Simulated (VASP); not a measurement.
# Sn2TeO (P6/mmm) in VASP: notebook

Runs on Sn2TeO. Level: PBE. Tasks: relaxation of cell and atoms, single point.

Everything below comes from runs of VASP 6.6.1. Logs are shortened: lines on timing, memory, paths and dates and some standing lists are left out, and cuts for length are marked.

## (1) The cell of the first run

It takes space group P6/mmm (No. 191, hexagonal). Conventional cell: a = 4.009 Å, b = 4.009 Å, c = 8.727 Å, α = 90.00°, β = 90.00°, γ = 120.00°. Sn (site symmetry 6mm) has 1 Te at 1.69 Å within 2.3 Å. Within 2.3 Å of Te (site symmetry 6/mmm) lie 2 Sn at 1.69 Å. Within 3.5 Å of O (site symmetry 6/mmm) lie 2 Sn at 2.67 Å.

The cell was generated, and may not be a known phase.

## (2) Relaxation of cell and atoms, PBE

Contents of INCAR:

```
SYSTEM = Sn2TeO
PREC = Accurate ; ENCUT = 600
EDIFF = 1E-7 ; ISMEAR = 0
SIGMA = 0.1 ; LREAL = .False.
LASPH = .True. ; NELM = 60
ALGO = Normal ; ISIF = 3
LWAVE = .False. ; LCHARG = .False.
GGA = PE ; IBRION = 2
NSW = 90 ; EDIFFG = -0.04
```

Contents of KPOINTS:

```
regular mesh
0
Gamma
  6 6 2
  0 0 0
```

Contents of POSCAR:

```
Sn2TeO
1.0
    4.0094698600      0.0000000000      0.0000000000
   -2.0047349300      3.4723027600      0.0000000000
    0.0000000000      0.0000000000      8.7272875100
Sn Te O
2 1 1
Direct
    0.0000000000      0.0000000000      0.6939212100
    0.0000000000      0.0000000000      0.3060787900
    0.0000000000      0.0000000000      0.5000000000
    0.0000000000      0.0000000000      0.0000000000
```

Potentials or basis: VASP PAW PBE potentials, release 64 (Sn_d, Te, O).

Started as:

```sh
> cat potpaw_PBE.64/Sn_d/POTCAR potpaw_PBE.64/Te/POTCAR potpaw_PBE.64/O/POTCAR > POTCAR
> mpirun -np 1 vasp_std > vasp.out
```

OUTCAR:

```text
SYSTEM = Sn2TeO
   PREC = Accurate
   ENCUT = 600
   EDIFF = 1E-7
   ISMEAR = 0
   LREAL = .False.
   LASPH = .True.
   NELM = 60
   ISIF = 3
   GGA = PE
   IBRION = 2
   NSW = 90
   EDIFFG = -0.04

 ion  position               nearest neighbor table
   1  0.000  0.000  0.694-   3 1.69   4 2.67   2 3.38
   2  0.000  0.000  0.306-   3 1.69   4 2.67   1 3.38
   3  0.000  0.000  0.500-   1 1.69   2 1.69
   4  0.000  0.000  0.000-   1 2.67   2 2.67

 -----------------------------------------------------------------------------
|                                                                             |
|           W    W    AA    RRRRR   N    N  II  N    N   GGGG   !!!           |
|           W    W   A  A   R    R  NN   N  II  NN   N  G    G  !!!           |
|           W    W  A    A  R    R  N N  N  II  N N  N  G       !!!           |
|           W WW W  AAAAAA  RRRRR   N  N N  II  N  N N  G  GGG   !            |
|           WW  WW  A    A  R   R   N   NN  II  N   NN  G    G                |
|           W    W  A    A  R    R  N    N  II  N    N   GGGG   !!!           |
|                                                                             |
|     The distance between some ions is very small. Please check the          |
|     nearest-neighbor list in the OUTCAR file.                               |
|     I HOPE YOU KNOW WHAT YOU ARE DOING!                                     |
|                                                                             |
 -----------------------------------------------------------------------------

  LATTYP: Found a hexagonal cell.
 ALAT       =     4.0094698600
 C/A-ratio  =     2.1766686906

  Lattice vectors:

 A1 = (   4.0094698600,   0.0000000000,   0.0000000000)
 A2 = (  -2.0047349300,   3.4723027600,   0.0000000000)
 A3 = (   0.0000000000,   0.0000000000,   8.7272875100)

Analysis of symmetry for initial positions (statically):
=====================================================================
 Subroutine PRICEL returns:
 Original cell was already a primitive cell.

 Routine SETGRP: Setting up the symmetry group for a
 hexagonal supercell.

 Subroutine GETGRP returns: Found 24 space group operations
 (whereof 24 operations were pure point group operations)
 out of a pool of 24 trial point group operations.

The static configuration has the point symmetry D_6h.

Analysis of symmetry for dynamics (positions and initial velocities):
=====================================================================
 Subroutine PRICEL returns:
 Original cell was already a primitive cell.

 Routine SETGRP: Setting up the symmetry group for a
 hexagonal supercell.

 Subroutine GETGRP returns: Found 24 space group operations
 (whereof 24 operations were pure point group operations)
 out of a pool of 24 trial point group operations.

The dynamic configuration has the point symmetry D_6h.

 Subroutine INISYM returns: Found 24 space group operations
 (whereof 24 operations are pure point group operations),
 and found     1 'primitive' translations

----------------------------------------------------------------------------------------

                                     Primitive cell

  volume of cell :     121.5021

  direct lattice vectors                    reciprocal lattice vectors
     4.009469860  0.000000000  0.000000000     0.249409532  0.143996660  0.000000000
    -2.004734930  3.472302760  0.000000000     0.000000000  0.287993320  0.000000000
     0.000000000  0.000000000  8.727287510     0.000000000  0.000000000  0.114583139

  length of vectors
     4.009469860  4.009469865  8.727287510     0.287993320  0.287993320  0.114583139

  position of ions in fractional coordinates (direct lattice)
     0.000000000  0.000000000  0.693921210
     0.000000000  0.000000000  0.306078790
     0.000000000  0.000000000  0.500000000
     0.000000000  0.000000000  0.000000000

  ion indices of the primitive-cell ions
   primitive index   ion index
                 1           1
                 2           2
                 3           3
                 4           4

----------------------------------------------------------------------------------------

 KPOINTS: regular mesh

Automatic generation of k-mesh.
 Grid dimensions read from file:
 generate k-points for:    6    6    2

 Generating k-lattice:

  Cartesian coordinates                     Fractional coordinates (reciprocal lattice)
     0.041568255  0.023999443  0.000000000     0.166666667  0.000000000  0.000000000
     0.000000000  0.047998887  0.000000000     0.000000000  0.166666667  0.000000000
     0.000000000  0.000000000  0.057291570     0.000000000  0.000000000  0.500000000

  Length of vectors
     0.047998887  0.047998887  0.057291570

  Shift w.r.t. Gamma in fractional coordinates (k-lattice)
     0.000000000  0.000000000  0.000000000

 Subroutine IBZKPT returns following result:
 ===========================================

 Found     14 irreducible k-points:

 Following reciprocal coordinates:
            Coordinates               Weight
  0.000000  0.000000  0.000000      1.000000
  0.166667  0.000000  0.000000      6.000000
  0.333333  0.000000  0.000000      6.000000
  0.500000 -0.000000  0.000000      3.000000
  0.166667  0.166667  0.000000      6.000000
  0.333333  0.166667  0.000000     12.000000
  0.333333  0.333333  0.000000      2.000000
  0.000000  0.000000  0.500000      1.000000
  0.166667  0.000000  0.500000      6.000000
  0.333333  0.000000  0.500000      6.000000
  0.500000 -0.000000  0.500000      3.000000
  0.166667  0.166667  0.500000      6.000000
  0.333333  0.166667  0.500000     12.000000
  0.333333  0.333333  0.500000      2.000000
   k-points           NKPTS =     14   k-points in BZ     NKDIM =     14   number of bands    NBANDS=     24
   number of dos      NEDOS =    301   number of ions     NIONS =      4
   total plane-waves  NPLWV =  71680
   dimension x,y,z NGX =    32 NGY =   32 NGZ =   70
   dimension x,y,z NGXF=    64 NGYF=   64 NGZF=  140
   ions per type =               2   1   1
   NGX,Y,Z   is equivalent  to a cutoff of  13.27, 13.27, 13.33 a.u.
   NGXF,Y,Z  is equivalent  to a cutoff of  26.54, 26.54, 26.67 a.u.
 SYSTEM =  Sn2TeO
   PREC   = accura    normal or accurate (medium, high low for compatibility)
   ISTART =      0    job   : 0-new  1-cont  2-samecut
   ICHARG =      2    charge: 1-file 2-atom 10-const
   ISPIN  =      1    spin polarized calculation?
   LNONCOLLINEAR =      F non collinear calculations
   LSORBIT =      F    spin-orbit coupling
   LASPH  =      T    aspherical Exc in radial PAW
   ENCUT  =  600.0 eV  44.10 Ry    6.64 a.u.   8.01  8.01 17.43*2*pi/ulx,y,z
   NELM   =     60;   NELMIN=  2; NELMDL= -5     # of ELM steps
   EDIFF  = 0.1E-06   stopping-criterion for ELM
   LREAL  =      F    real-space projection
   EDIFFG = -.4E-01   stopping-criterion for IOM
   NSW    =     90    number of steps for IOM
   IBRION =      2    ionic relax: 0-MD 1-quasi-New 2-CG
   NFREE  =      1    steps in history (QN), initial steepest desc. (CG)
   ISIF   =      3    stress and relaxation
   ISYM   =      2    0-nonsym 1-usesym 2-fastsym
   POTIM  = 0.5000    time-step for ionic-motion
   TEBEG  =    0.0;   TEEND  =   0.0 temperature during run
   PSTRESS=    0.0 pullay stress
   NELECT =      40.0000    total number of electrons
   NUPDOWN=      -1.0000    fix difference up-down
   EMIN   =  10.00;   EMAX   =-10.00  energy-range for DOS
   EFERMI =   0.00;   METHOD = LEGACY
   ISMEAR =     0;   SIGMA  =   0.10  broadening in eV -4-tet -1-fermi 0-gaus
   EFERMI_NEDOS =   21; number of points for ismear=-14 and -15
   IALGO  =     38    algorithm
   IMIX   =      4    mixing-type and parameters
     AMIX     =   0.40;   BMIX     =  1.00
     AMIX_MAG =   1.60;   BMIX_MAG =  1.00
  volume/ion in A,a.u.               =      30.38       204.98
  Fermi-wavevector in a.u.,A,eV,Ry     =   1.130404  2.136153 17.385694  1.277812
  Thomas-Fermi vector in A             =   2.267100
   LORBIT       =      0    0 simple, 1 ext, 2 COOP (PROOUT), +10 PAW based schemes
   GGA     = PE    functional components
   LHFCALC =     F    Hartree Fock is set to
   AEXX    =    0.0000 exact exchange contribution
   IVDW    =     0    specifies the selected vdW correction
   LEPSILON=     F    determine dielectric tensor
   LRPA    =     F    only Hartree local field effects (RPA)
 conjugate gradient relaxation of ions
 non-spin polarized calculation
 Gauss-broadening in eV      SIGMA  =   0.10
  energy-cutoff  :      600.00
  volume of cell :      121.50
 maximum number of plane-waves:      4080
   NGX = 17   NGY = 17   NGZ = 35

--------------------------------------- Ionic step        1  -------------------------------------------

 number of electron      40.0000005 magnetization

 Free energy of the ion-electron system (eV)
  ---------------------------------------------------
  ext. energy  EPLUGINS =         0.00000000
  ---------------------------------------------------
  free energy    TOTEN  =        27.60309920 eV

  energy without entropy =       27.63279458  energy(sigma->0) =       27.61794689

------------------------ aborting loop because EDIFF is reached ----------------------------------------

  FORCE on cell =-STRESS in cart. coord.  units (eV):
  Direction    XX          YY          ZZ          XY          YZ          ZX
  --------------------------------------------------------------------------------------
  -------------------------------------------------------------------------------------
  Total       -0.9937182     -0.9937182    234.6803970      0.0000000     -0.0000000      0.0000000
  in kB      -13.1035810    -13.1035810   3094.5932540      0.0000000     -0.0000000      0.0000000
  external PRESSURE =    1022.7953640 kB  Pullay stress =       0.0000000 kB
[... 1638 lines left out ...]
     23       6.6776      1.89235
     24       6.8952      0.14197

[... ionic steps 4 to 41 ...]

--------------------------------------- Ionic step       42  -------------------------------------------

 number of electron      40.0000024 magnetization

------------------------ aborting loop because EDIFF is reached ----------------------------------------

  FORCE on cell =-STRESS in cart. coord.  units (eV):
  Direction    XX          YY          ZZ          XY          YZ          ZX
  --------------------------------------------------------------------------------------
  -------------------------------------------------------------------------------------
  Total       -0.2352978     -0.2352978     -0.6484218      0.0000000     -0.0000000     -0.0000000
  in kB       -3.6940505     -3.6940505    -10.1798770      0.0000000     -0.0000000     -0.0000000
  external PRESSURE =      -5.8559927 kB  Pullay stress =       0.0000000 kB
[... 61 lines left out ...]
  energy  without entropy=      -17.0648765117  energy(sigma->0) =      -17.07186911

--------------------------------------- Ionic step       44  -------------------------------------------

 number of electron      40.0000011 magnetization

 Free energy of the ion-electron system (eV)
  ---------------------------------------------------
  ext. energy  EPLUGINS =         0.00000000
  ---------------------------------------------------
  free energy    TOTEN  =       -17.07905125 eV

  energy without entropy =      -17.06497296  energy(sigma->0) =      -17.07201211

 E-fermi :   6.0374     XC(G=0):  -9.6373

 val. band max:        6.0073904840   @ k =   0.3333   0.3333   0.5000
 cond. band min:       6.0685506080   @ k =   0.1667   0.1667   0.5000
 fundamental gap:      0.0611601240
 Fermi energy:         6.0374044951

 k-point     1 :       0.0000    0.0000    0.0000
  band No.  band energies     occupation
      1     -15.6529      2.00000
      2     -15.3373      2.00000
      3     -15.3000      2.00000
      4     -15.3000      2.00000
      5     -15.2996      2.00000
      6     -15.2996      2.00000
[... 398 lines left out ...]
  FREE ENERGIE OF THE ION-ELECTRON SYSTEM (eV)
  ---------------------------------------------------
  free  energy   TOTEN  =       -17.0790512501 eV

  energy  without entropy=      -17.0649729645  energy(sigma->0) =      -17.07201211

 reached required accuracy - stopping structural energy minimisation
```

It took 35 min on 1 thread of Intel Xeon Platinum 8488C (Sapphire Rapids), shared host; peak memory 0.38 GiB.

Results:

| Item | Value |
| --- | --- |
| Free energy | -17.0791 eV |
| Relaxed volume | 25.36 Å³/atom |
| Relaxed cell | a = 3.298 Å, b = 3.298 Å, c = 10.771 Å, α = 90.00°, β = 90.00°, γ = 120.00° |
| Space group after relaxing (to 0.1 Å) | P6/mmm (No. 191) |
| Pressure after relaxing | 0.0 GPa |
| Largest force after relaxing | 0.018 eV/Å |

Forces on the atoms (eV/Å):
```
Sn   0.000  0.000  0.018
Sn   0.000  0.000 -0.018
Te   0.000  0.000  0.000
O    0.000  0.000  0.000
```

Final structure:
```xyz
4
Lattice="3.2978 0.0000 0.0000 -1.6489 2.8560 0.0000 0.0000 0.0000 10.7709" Properties=species:S:1:pos:R:3 pbc="T T T"
Sn    0.0000    0.0000    1.9846
Sn    0.0000    0.0000    8.7862
Te    0.0000    0.0000    5.3854
O     0.0000    0.0000    0.0000
```

Levels at points of the mesh, in eV from the Fermi level:
```tsv
k point	band 16	band 17	band 18	band 19	band 20	band 21	band 22	band 23
(0.00, 0.00, 0.00)	-2.20	-1.49	-1.49	0.64	2.98	2.98	4.56	7.44
(0.50, 0.00, 0.00)	-4.24	-3.26	-2.90	-1.89	-1.03	0.07	0.52	3.73
(0.00, 0.00, 0.50)	-3.72	-1.49	-1.49	2.34	2.90	2.97	2.97	8.13
(0.50, 0.00, 0.50)	-4.42	-2.74	-2.13	-1.89	-1.18	-0.98	0.52	3.96
```

Caveat: the volume moved by over 15 % at a fixed basis, so the end points are rough; the highest band is partly filled, so the run has too few bands; spin-orbit coupling is left out, which moves the levels of the heavy elements.

(Part 1 of 2 ends here.)
